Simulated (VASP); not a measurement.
# TiNi (P4/mmm) in VASP: further runs

The runs below take TiNi through single point, with LDA.

Program: VASP 6.6.1. These are calculated values, not measurements. Logs are shortened: lines on timing, memory, paths and dates and some standing lists are left out, and cuts for length are marked.

**1. The cell of the first run**

Symmetry: P4/mmm, No. 123, tetragonal system. The conventional cell has a = 2.736 Å, b = 2.736 Å, c = 3.581 Å, α = 90.00°, β = 90.00°, γ = 90.00°. Within 3.5 Å of Ti (site symmetry 4/mmm) lie 8 Ni at 2.64 Å and 4 Ti at 2.74 Å. Ni (site symmetry 4/mmm) has 8 Ti at 2.64 Å and 4 Ni at 2.74 Å within 3.5 Å.

**2. Single point, LDA, collinear spin, ferromagnetic start**

The input, INCAR:

```
SYSTEM = TiNi
  PREC = Accurate
  ENCUT = 520
  EDIFF = 1E-6
  ISMEAR = -1
  SIGMA = 0.1
  LREAL = .FALSE.
  LASPH = .TRUE.
  NELM = 150
  ALGO = Normal
  ISIF = 2
  LWAVE = .FALSE.
  LCHARG = .FALSE.
  ISPIN = 2
  MAGMOM = 0 1.5
  LORBIT = 11
  LMAXMIX = 4
  NBANDS = 22
```

The input, KPOINTS:

```
Automatic mesh
0
G
  7 7 5
  0 0 0
```

The input, POSCAR:

```
TiNi
1.0
    2.7358030000      0.0000000000      0.0000000000
    0.0000000000      2.7358030000      0.0000000000
    0.0000000000      0.0000000000      3.5814100000
Ti Ni
1 1
Direct
    0.5000000000      0.5000000000      0.5000000000
    0.0000000000      0.0000000000      0.0000000000
```

Potentials or basis: VASP PAW LDA potentials, release 64 (Ti_sv, Ni).

Command:

```console
$ cat potpaw_LDA.64/Ti_sv/POTCAR potpaw_LDA.64/Ni/POTCAR > POTCAR
$ mpirun -np 1 vasp_std > vasp.out
```

OUTCAR:

```text
SYSTEM = TiNi
   PREC = Accurate
   ENCUT = 520
   EDIFF = 1E-6
   ISMEAR = -1
   LREAL = .FALSE.
   LASPH = .TRUE.
   NELM = 150
   ISIF = 2
   ISPIN = 2
   LORBIT = 11

 ion  position               nearest neighbor table
   1  0.500  0.500  0.500-   2 2.64   2 2.64   2 2.64   2 2.64   2 2.64   2 2.64   2 2.64   2 2.64

   2  0.000  0.000  0.000-   1 2.64   1 2.64   1 2.64   1 2.64   1 2.64   1 2.64   1 2.64   1 2.64

  LATTYP: Found a simple tetragonal cell.
 ALAT       =     2.7358030000
 C/A-ratio  =     1.3090891413

  Lattice vectors:

 A1 = (   2.7358030000,   0.0000000000,   0.0000000000)
 A2 = (   0.0000000000,   2.7358030000,   0.0000000000)
 A3 = (   0.0000000000,   0.0000000000,   3.5814100000)

Analysis of symmetry for initial positions (statically):
=====================================================================
 Subroutine PRICEL returns:
 Original cell was already a primitive cell.

 Routine SETGRP: Setting up the symmetry group for a
 simple tetragonal supercell.

 Subroutine GETGRP returns: Found 16 space group operations
 (whereof 16 operations were pure point group operations)
 out of a pool of 16 trial point group operations.

The static configuration has the point symmetry D_4h.

Analysis of symmetry for dynamics (positions and initial velocities):
=====================================================================
 Subroutine PRICEL returns:
 Original cell was already a primitive cell.

 Routine SETGRP: Setting up the symmetry group for a
 simple tetragonal supercell.

 Subroutine GETGRP returns: Found 16 space group operations
 (whereof 16 operations were pure point group operations)
 out of a pool of 16 trial point group operations.

The dynamic configuration has the point symmetry D_4h.

Analysis of structural, dynamic, and magnetic symmetry:
=====================================================================
 Subroutine PRICEL returns:
 Original cell was already a primitive cell.

 Routine SETGRP: Setting up the symmetry group for a
 simple tetragonal supercell.

 Subroutine GETGRP returns: Found 16 space group operations
 (whereof 16 operations were pure point group operations)
 out of a pool of 16 trial point group operations.

The overall configuration has the point symmetry D_4h.

 Subroutine INISYM returns: Found 16 space group operations
 (whereof 16 operations are pure point group operations),
 and found     1 'primitive' translations

----------------------------------------------------------------------------------------

                                     Primitive cell

  volume of cell :      26.8055

  direct lattice vectors                    reciprocal lattice vectors
     2.735803000  0.000000000  0.000000000     0.365523395  0.000000000  0.000000000
     0.000000000  2.735803000  0.000000000     0.000000000  0.365523395  0.000000000
     0.000000000  0.000000000  3.581410000     0.000000000  0.000000000  0.279219637

  length of vectors
     2.735803000  2.735803000  3.581410000     0.365523395  0.365523395  0.279219637

  position of ions in fractional coordinates (direct lattice)
     0.500000000  0.500000000  0.500000000
     0.000000000  0.000000000  0.000000000

  ion indices of the primitive-cell ions
   primitive index   ion index
                 1           1
                 2           2

----------------------------------------------------------------------------------------

 KPOINTS: Automatic mesh

Automatic generation of k-mesh.
 Grid dimensions read from file:
 generate k-points for:    7    7    5

 Generating k-lattice:

  Cartesian coordinates                     Fractional coordinates (reciprocal lattice)
     0.052217628  0.000000000  0.000000000     0.142857143  0.000000000  0.000000000
     0.000000000  0.052217628  0.000000000     0.000000000  0.142857143  0.000000000
     0.000000000  0.000000000  0.055843927     0.000000000  0.000000000  0.200000000

  Length of vectors
     0.052217628  0.052217628  0.055843927

  Shift w.r.t. Gamma in fractional coordinates (k-lattice)
     0.000000000  0.000000000  0.000000000

 Subroutine IBZKPT returns following result:
 ===========================================

 Found     30 irreducible k-points:

 Following reciprocal coordinates:
            Coordinates               Weight
  0.000000  0.000000  0.000000      1.000000
  0.142857  0.000000  0.000000      4.000000
  0.285714  0.000000  0.000000      4.000000
  0.428571  0.000000  0.000000      4.000000
  0.142857  0.142857  0.000000      4.000000
  0.285714  0.142857  0.000000      8.000000
[... 16 lines left out ...]
  0.285714  0.000000  0.400000      8.000000
  0.428571  0.000000  0.400000      8.000000
 [... further k-points ...]
   k-points           NKPTS =     30   k-points in BZ     NKDIM =     30   number of bands    NBANDS=     22
   number of dos      NEDOS =    301   number of ions     NIONS =      2
   total plane-waves  NPLWV =  11200
   dimension x,y,z NGX =    20 NGY =   20 NGZ =   28
   dimension x,y,z NGXF=    40 NGYF=   40 NGZF=   56
   ions per type =               1   1
   NGX,Y,Z   is equivalent  to a cutoff of  12.15, 12.15, 13.00 a.u.
   NGXF,Y,Z  is equivalent  to a cutoff of  24.31, 24.31, 25.99 a.u.
 SYSTEM =  TiNi
   PREC   = accura    normal or accurate (medium, high low for compatibility)
   ISTART =      0    job   : 0-new  1-cont  2-samecut
   ICHARG =      2    charge: 1-file 2-atom 10-const
   ISPIN  =      2    spin polarized calculation?
   LNONCOLLINEAR =      F non collinear calculations
   LSORBIT =      F    spin-orbit coupling
   LASPH  =      T    aspherical Exc in radial PAW
   ENCUT  =  520.0 eV  38.22 Ry    6.18 a.u.   5.09  5.09  6.66*2*pi/ulx,y,z
   NELM   =    150;   NELMIN=  2; NELMDL= -5     # of ELM steps
   EDIFF  = 0.1E-05   stopping-criterion for ELM
   LREAL  =      F    real-space projection
   EDIFFG = 0.1E-04   stopping-criterion for IOM
   NSW    =      0    number of steps for IOM
   IBRION =     -1    ionic relax: 0-MD 1-quasi-New 2-CG
   NFREE  =      0    steps in history (QN), initial steepest desc. (CG)
   ISIF   =      2    stress and relaxation
   ISYM   =      2    0-nonsym 1-usesym 2-fastsym
   POTIM  = 0.5000    time-step for ionic-motion
   TEBEG  =    0.0;   TEEND  =   0.0 temperature during run
   PSTRESS=    0.0 pullay stress
   NELECT =      22.0000    total number of electrons
   NUPDOWN=      -1.0000    fix difference up-down
   EMIN   =  10.00;   EMAX   =-10.00  energy-range for DOS
   EFERMI =   0.00;   METHOD = LEGACY
   ISMEAR =    -1;   SIGMA  =   0.10  broadening in eV -4-tet -1-fermi 0-gaus
   EFERMI_NEDOS =   21; number of points for ismear=-14 and -15
   IALGO  =     38    algorithm
   IMIX   =      4    mixing-type and parameters
     AMIX     =   0.40;   BMIX     =  1.00
     AMIX_MAG =   1.60;   BMIX_MAG =  1.00
  volume/ion in A,a.u.               =      13.40        90.45
  Fermi-wavevector in a.u.,A,eV,Ry     =   1.532761  2.896499 31.964941  2.349357
  Thomas-Fermi vector in A             =   2.639922
   LORBIT       =     11    0 simple, 1 ext, 2 COOP (PROOUT), +10 PAW based schemes
   GGA     = CA    functional components
   LHFCALC =     F    Hartree Fock is set to
   AEXX    =    0.0000 exact exchange contribution
   IVDW    =     0    specifies the selected vdW correction
   LEPSILON=     F    determine dielectric tensor
   LRPA    =     F    only Hartree local field effects (RPA)
 spin polarized calculation
  energy-cutoff  :      520.00
  volume of cell :       26.81
 maximum number of plane-waves:       728
   NGX = 11   NGY = 11   NGZ = 13

 number of electron      22.0000032 magnetization      -0.0000443

 number of electron      22.0000032 magnetization       0.0001085

 Free energy of the ion-electron system (eV)
  ---------------------------------------------------
  ext. energy  EPLUGINS =         0.00000000
  ---------------------------------------------------
  free energy    TOTEN  =       -15.82389231 eV

  energy without entropy =      -15.72679168  energy(sigma->0) =      -15.77534199

 E-fermi :   9.0990     XC(G=0): -12.7883

 val. band max:        9.0830044960   @ k =   0.4286   0.2857   0.4000
 cond. band min:       9.1008861434   @ k =   0.1429   0.0000   0.2000
 fundamental gap:      0.0178816474
 Fermi energy:         9.0989500318

 spin component 1

 k-point     1 :       0.0000    0.0000    0.0000
  band No.  band energies     occupation
      1     -47.0557      1.00000
      2     -23.6926      1.00000
      3     -23.3319      1.00000
      4     -23.3319      1.00000
      5       1.5360      1.00000
      6       5.1930      1.00000
[... 14 lines left out ...]
     21      28.1682      0.00000
     22      29.7303      0.00000
[... 552 lines left out ...]
  band No.  band energies     occupation
      1     -46.9699      1.00000
      2     -23.9382      1.00000
      3     -23.6652      1.00000
      4     -23.2748      1.00000
      5       4.7960      1.00000
      6       5.5084      1.00000
[... 14 lines left out ...]
     21      27.2091      0.00000
     22      29.7255      0.00000

 [... further k-points ...]

 spin component 2

 k-point     1 :       0.0000    0.0000    0.0000
  band No.  band energies     occupation
      1     -47.0557      1.00000
      2     -23.6925      1.00000
      3     -23.3318      1.00000
      4     -23.3318      1.00000
      5       1.5360      1.00000
      6       5.1930      1.00000
[... 14 lines left out ...]
     21      28.1682      0.00000
     22      29.7302      0.00000
[... 552 lines left out ...]
  band No.  band energies     occupation
      1     -46.9699      1.00000
      2     -23.9381      1.00000
      3     -23.6651      1.00000
      4     -23.2747      1.00000
      5       4.7960      1.00000
      6       5.5084      1.00000
[... 14 lines left out ...]
     21      27.2091      0.00000
     22      29.7256      0.00000

 [... further k-points ...]

------------------------ aborting loop because EDIFF is reached ----------------------------------------

  FORCE on cell =-STRESS in cart. coord.  units (eV):
  Direction    XX          YY          ZZ          XY          YZ          ZX
  --------------------------------------------------------------------------------------
  -------------------------------------------------------------------------------------
  Total       -1.8520988     -1.8520988     -2.0962069      0.0000000     -0.0000000      0.0000000
  in kB     -110.7008711   -110.7008711   -125.2913372      0.0000000     -0.0000000      0.0000000
  external PRESSURE =    -115.5643598 kB  Pullay stress =       0.0000000 kB

 VOLUME and BASIS-vectors are now :
 -----------------------------------------------------------------------------
  energy-cutoff  :      520.00
  volume of cell :       26.81
      direct lattice vectors                 reciprocal lattice vectors
     2.735803000  0.000000000  0.000000000     0.365523395  0.000000000  0.000000000
     0.000000000  2.735803000  0.000000000     0.000000000  0.365523395  0.000000000
     0.000000000  0.000000000  3.581410000     0.000000000  0.000000000  0.279219637

 POSITION                                       TOTAL-FORCE (eV/Angst)
 -----------------------------------------------------------------------------------
      1.36790      1.36790      1.79070         0.000000      0.000000      0.000000
      0.00000      0.00000      0.00000         0.000000      0.000000      0.000000
 -----------------------------------------------------------------------------------
    total drift:                               -0.000000      0.000000      0.000000

  FREE ENERGIE OF THE ION-ELECTRON SYSTEM (eV)
  ---------------------------------------------------
  free  energy   TOTEN  =       -15.8238923056 eV

  energy  without entropy=      -15.7267916829  energy(sigma->0) =      -15.77534199

 total charge

# of ion       s       p       d       tot
------------------------------------------
    1        2.247   6.143   1.940  10.330
    2        0.551   0.473   8.322   9.346
--------------------------------------------------
tot          2.798   6.616  10.262  19.676

 magnetization (x)

# of ion       s       p       d       tot
------------------------------------------
    1        0.000   0.000   0.000   0.000
    2       -0.000   0.000   0.000   0.000
--------------------------------------------------
tot         -0.000   0.000   0.000   0.000
```

Wall time 15 s (1 thread of Intel Xeon 6975P-C (Granite Rapids), shared host); peak memory 0.14 GiB.

Results:

```
Free energy                                           : -15.8239 eV
Pressure                                              : -11.6 GPa
Band gap on the k mesh                                : zero (filled and empty bands overlap)
Net moment                                            : 0.00 μB per cell
Valence electrons inside the program's atomic spheres : Ti 10.33; Ni 9.35
```

Levels at points of the mesh, in eV from the Fermi level:
Spin up:
```tsv
k point	band 7	band 8	band 9	band 10	band 11	band 12	band 13	band 14	band 15	band 16
(0.00, 0.00, 0.00)	-3.43	-1.89	-1.89	-1.24	-0.31	0.62	2.91	2.91	3.35	3.89
```
Spin down:
| k point | band 7 | band 8 | band 9 | band 10 | band 11 | band 12 | band 13 | band 14 | band 15 | band 16 |
| --- | --- | --- | --- | --- | --- | --- | --- | --- | --- | --- |
| (0.00, 0.00, 0.00) | -3.43 | -1.89 | -1.89 | -1.24 | -0.31 | 0.62 | 2.91 | 2.91 | 3.35 | 3.89 |

Caveat: the starting moments collapsed, and a magnetic state may lie lower.

**3. Single point, LDA, collinear spin, ferromagnetic start**

The input, INCAR:

```
SYSTEM = TiNi
  PREC = Accurate
  ENCUT = 520
  EDIFF = 1E-6
  ISMEAR = -1
  SIGMA = 0.1
  LREAL = .False.
  LASPH = .True.
  NELM = 150
  ALGO = Normal
  ISIF = 2
  LWAVE = .False.
  LCHARG = .False.
  ISPIN = 2
  MAGMOM = 0 1.5
  LORBIT = 11
  LMAXMIX = 4
  NBANDS = 22
```

The input, KPOINTS:

```
regular mesh
0
Gamma
  8 8 6
  0 0 0
```

POSCAR is that of step 2.

Potentials or basis: VASP PAW LDA potentials, release 64 (Ti_sv, Ni).

Command:

```console
$ cat potpaw_LDA.64/Ti_sv/POTCAR potpaw_LDA.64/Ni/POTCAR > POTCAR
$ mpirun -np 1 vasp_std > vasp.out
```

It took 34 s on 1 thread of Intel Xeon 6975P-C (Granite Rapids), shared host; peak memory 0.16 GiB.

Results (log left out):

```yaml
Free_energy: -15.8371 eV
Pressure: -11.5 GPa
Band_gap_on_the_k_mesh: zero (filled and empty bands overlap)
Net_moment: 0.00 μB per cell
Valence_electrons_inside_the_program's_atomic_spheres: Ti 10.33; Ni 9.35
```

Stress tensor (GPa, compression positive):
```
-10.11   0.00   0.00
  0.00 -10.11   0.00
  0.00   0.00 -14.40
```

Levels at points of the mesh, in eV from the Fermi level:
Spin up:
| k point | band 7 | band 8 | band 9 | band 10 | band 11 | band 12 | band 13 | band 14 | band 15 | band 16 |
| --- | --- | --- | --- | --- | --- | --- | --- | --- | --- | --- |
| (0.00, 0.00, 0.00) | -3.39 | -1.86 | -1.86 | -1.19 | -0.31 | 0.62 | 2.90 | 2.90 | 3.34 | 3.90 |
| (0.50, 0.00, 0.00) | -2.51 | -2.43 | -1.68 | -1.49 | -0.75 | -0.41 | 0.41 | 1.53 | 2.62 | 5.20 |
| (0.50, 0.50, 0.00) | -3.28 | -3.28 | -0.74 | 0.06 | 2.13 | 2.13 | 2.26 | 2.26 | 2.36 | 4.30 |
| (0.00, 0.00, 0.50) | -2.81 | -1.65 | -1.63 | -1.63 | -1.13 | -1.06 | 1.74 | 1.91 | 1.91 | 3.24 |
| (0.50, 0.00, 0.50) | -1.98 | -1.94 | -1.90 | -0.27 | 0.11 | 0.16 | 0.70 | 2.28 | 2.93 | 3.05 |
| (0.50, 0.50, 0.50) | -2.53 | -2.51 | -1.48 | -1.44 | -1.44 | -0.74 | 2.69 | 4.31 | 7.04 | 8.46 |
Spin down:
```
           k point  band 8  band 9  band 10  band 11  band 12  band 13  band 14  band 15
(0.00, 0.00, 0.00)   -1.86   -1.86    -1.19    -0.31     0.62     2.90     2.90     3.34
(0.50, 0.00, 0.00)   -2.43   -1.68    -1.49    -0.75    -0.41     0.41     1.53     2.62
(0.50, 0.50, 0.00)   -3.28   -0.74     0.06     2.13     2.13     2.26     2.26     2.36
(0.00, 0.00, 0.50)   -1.65   -1.63    -1.63    -1.13    -1.06     1.74     1.91     1.91
(0.50, 0.00, 0.50)   -1.94   -1.90    -0.27     0.11     0.16     0.70     2.28     2.93
(0.50, 0.50, 0.50)   -2.51   -1.48    -1.44    -1.44    -0.74     2.69     4.31     7.04
```

Caveat: the starting moments collapsed, and a magnetic state may lie lower.
